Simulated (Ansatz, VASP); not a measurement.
**WSe in VASP and in Ansatz**

File INCAR:

```
SYSTEM = WSe
PREC = Accurate
ENCUT = 520
EDIFF = 1E-6
ISMEAR = 0
SIGMA = 0.1
LREAL = .FALSE.
LASPH = .TRUE.
NELM = 100
ALGO = Normal
ISIF = 2
LWAVE = .FALSE.
LCHARG = .FALSE.
GGA = PE
NBANDS = 17
```

The input KPOINTS:

```
Automatic mesh
0
G
  6 6 6
  0 0 0
```

POSCAR

```
WSe
1.0
    1.8702341900      1.0797802100      3.0813784500
   -1.8702341900      1.0797802100      3.0813784500
    0.0000000000     -2.1595604200      3.0813784500
W Se
1 1
Direct
    0.5000000000      0.5000000000      0.5000000000
    0.0000000000      0.0000000000      0.0000000000
```

Input for Ansatz:

```yaml
crystal:
  lattice:
    - [1.87023419, 1.07978021, 3.08137845]
    - [-1.87023419, 1.07978021, 3.08137845]
    - [0.0, -2.15956042, 3.08137845]
  atoms:
    - { symbol: W, position: [0.5, 0.5, 0.5] }
    - { symbol: Se, position: [0.0, 0.0, 0.0] }
basis:
  ecutwfc: 420
kpoints:
  mp_grid: { grid: [6, 6, 6] }
hamiltonian:
  xc: pbe
scf:
  occupations: { method: gaussian, width: 0.1 }
  lower_state_search: "off"
output:
  forces: true
  stress: true
  eigenvalues: true
```

Alike in both runs: task single point; functional PBE; k mesh 6 × 6 × 6; occupations gaussian, width 0.1 eV; no spin polarisation.

```csv
,VASP,Ansatz
version,VASP 6.6.1,Ansatz 0.2.0
potentials or method,"VASP PAW PBE potentials, release 64 (W_sv, Se), cutoff 520 eV","scalar-relativistic, plane waves, PAW"
valence electrons in the cell,20,30
```

Ansatz gave:

```
gap on the k mesh at the Fermi level (eV)                     : none
pressure (GPa)                                                : -5.3
traceless stress, the component that is largest in VASP (GPa) : 0.39
```

Q: Which values does VASP return?

A: gap on the k mesh at the Fermi level (eV): none; pressure (GPa): -5.0; traceless stress, the component that is largest in VASP (GPa): 0.38.

A gap of «none» marks a metal or a gap that the smearing closes. With one functional, cell and mesh, what is left measures potentials, basis and numerics. VASP's potentials hold 20 valence electrons a cell and Ansatz's 30, so a difference there can come from the potentials and not from the codes.

Neither program's run includes spin-orbit coupling.
